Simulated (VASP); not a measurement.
A run of VASP 6.6.1 is set up as follows.

File INCAR:

```
PREC = Accurate
ENCUT = 500
EDIFF = 1E-7
ISMEAR = 0
SIGMA = 0.2
LREAL = F
LASPH = T
NELM = 120
ALGO = Normal
ISIF = 3
LWAVE = F
LCHARG = F
GGA = PE
IBRION = 2
NSW = 36
EDIFFG = -0.08
GGA_COMPAT = F
NELMIN = 4
```

File KPOINTS:

```
regular mesh
0
Gamma
  6 6 6
```

POSCAR

```
GePt
1.0
    0.0000000000      2.6682954400      2.6682954400
    2.6682954400      0.0000000000      2.6682954400
    2.6682954400      2.6682954400      0.0000000000
Ge Pt
1 1
Direct
    0.0000000000      0.0000000000      0.0000000000
    0.7500000000      0.7500000000      0.7500000000
```

Potentials or basis: VASP PAW PBE potentials, release 64 (Ge_d, Pt).

Run with:

```console
$ cat potpaw_PBE.64/Ge_d/POTCAR potpaw_PBE.64/Pt/POTCAR > POTCAR
$ mpirun -np 1 vasp_std > vasp.out
```

Q: Estimate the relaxed volume.

A: 22.32 Å³/atom.

Q: Estimate the band gap on the k mesh.

A: Zero (bands 12 and 13 overlap by 4.95 eV).

Final structure:
```yaml
crystal:
  lattice:
    - [0.00000, 2.81564, 2.81564]
    - [2.81564, 0.00000, 2.81564]
    - [2.81564, 2.81564, 0.00000]
  atoms:
    - { symbol: Ge, position: [0.00000, 0.00000, 0.00000] }
    - { symbol: Pt, position: [0.75000, 0.75000, 0.75000] }
```

Caveat: the volume moved by over 15 % at a fixed basis, so the end points are rough; spin-orbit coupling is left out, which moves the levels of the heavy elements.
